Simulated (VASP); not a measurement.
Here is a VASP 6.6.1 calculation.

Contents of POSCAR:

```
Ag
1.0
   -0.8760623004      1.7521246009      1.7521246009
    1.7521246009     -0.8760623004      1.7521246009
    1.7521246009      1.7521246009     -0.8760623004
Ag
1
Direct
    0.0000000000      0.0000000000      0.0000000000
```

The input INCAR.step1:

```
  PREC = Accurate
  ENCUT = 520
  ISMEAR = 0
  SIGMA = 0.15
  LREAL = F
  LASPH = T
  NELM = 80
  NBANDS = 12
  GGA = PE
  ALGO = Normal
  EDIFF = 1E-4
  LWAVE = T
  LCHARG = F
```

Contents of INCAR.step2:

```
  PREC = Accurate
  ENCUT = 520
  EDIFF = 1E-6
  ISMEAR = 0
  SIGMA = 0.15
  LREAL = F
  LASPH = T
  NELM = 80
  ALGO = Normal
  ISIF = 2
  LWAVE = F
  LCHARG = F
  METAGGA = R2SCAN
  LMIXTAU = T
  NBANDS = 12
  ISTART = 1
```

The input KPOINTS:

```
Automatic mesh
0
Gamma
  22 22 22
```

Potentials or basis: VASP PAW PBE potentials, release 64 (Ag).

Command:

```bash
$ cat potpaw_PBE.64/Ag/POTCAR > POTCAR
$ cp INCAR.step1 INCAR
$ mpirun -np 1 vasp_std > vasp.out
$ cp INCAR.step2 INCAR
$ mpirun -np 1 vasp_std > vasp.out
```

**Question.** What does it give for the band gap on the k mesh?

**Answer.** Zero (an odd number of electrons rules out a gap without spin polarisation).

**Question.** Predict the pressure.

**Answer.** 10.5 GPa.

Caveat: the cell stands under pressure; the PAW data sets were made with another functional, which shifts forces and pressure a little.
